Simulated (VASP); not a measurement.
Si: single point with r2SCAN

Crystal: Si.

```
CELL_PARAMETERS angstrom
0.01697 2.71547 2.71547
2.73244 0.00000 2.73244
2.71547 2.71547 0.01697
ATOMIC_POSITIONS crystal
Si 0.50000 0.50000 0.50000
Si 0.75000 0.75000 0.75000
```

This cell differs from its parent crystal: strain +0.0125 x Voigt [0, 0, 0, 0, 1, 0].

```json
{
 "Program": "VASP 6.6.1",
 "Task": "single point",
 "Functional": "r2SCAN",
 "Potentials or basis": "VASP PAW PBE potentials, release 64 (Si)",
 "Cutoff": "520 eV",
 "k mesh": "10 × 10 × 10",
 "Occupations": "gaussian, width 0.05 eV",
 "Spin": "no spin polarisation",
 "Dipole correction": "no",
 "Further INCAR settings": "ALGO = Normal; EDIFF = 1e-07; NBANDS = 11"
}
```

```yaml
Pressure: 0.5 GPa
Largest_force: 0.122 eV/Å
Band_gap_on_the_k_mesh: 0.76 eV (least direct gap 2.64 eV)
```

Forces in eV/Å, atoms in the order of the input:
```
Si   0.000  0.122  0.000
Si   0.000 -0.122  0.000
```

Stress tensor (GPa, compression positive):
```
 0.50  0.00 -1.37
 0.00  0.49  0.00
-1.37  0.00  0.50
```

Levels at points of the mesh, in eV from the valence-band top:
| k point | band 1 | band 2 | band 3 | band 4 | band 5 | band 6 | band 7 | band 8 | band 9 |
| --- | --- | --- | --- | --- | --- | --- | --- | --- | --- |
| (0.00, 0.00, 0.00) | -12.54 | -0.03 | -0.02 | 0.00 | 2.64 | 2.73 | 2.84 | 3.99 | 8.11 |
| (0.50, 0.00, 0.00) | -10.05 | -7.29 | -1.32 | -1.32 | 1.81 | 3.50 | 3.61 | 8.28 | 11.09 |
| (0.00, 0.50, 0.00) | -10.13 | -7.27 | -1.26 | -1.26 | 1.93 | 3.54 | 3.65 | 8.37 | 11.06 |
| (0.50, 0.50, 0.00) | -8.17 | -8.17 | -3.03 | -3.03 | 0.91 | 0.91 | 10.86 | 10.86 | 11.60 |
| (0.50, 0.00, 0.50) | -8.23 | -8.12 | -3.10 | -2.96 | 0.83 | 0.98 | 10.83 | 10.91 | 11.60 |

Wall time 5.3 min on 1 thread of Intel Xeon 8259CL (shared host), peak memory 0.17 GiB.

Caveat: the cell differs from its parent crystal (strain +0.0125 x Voigt [0, 0, 0, 0, 1, 0]); the PAW data sets were made with another functional, which shifts forces and pressure a little. A k mesh can miss the band edges.
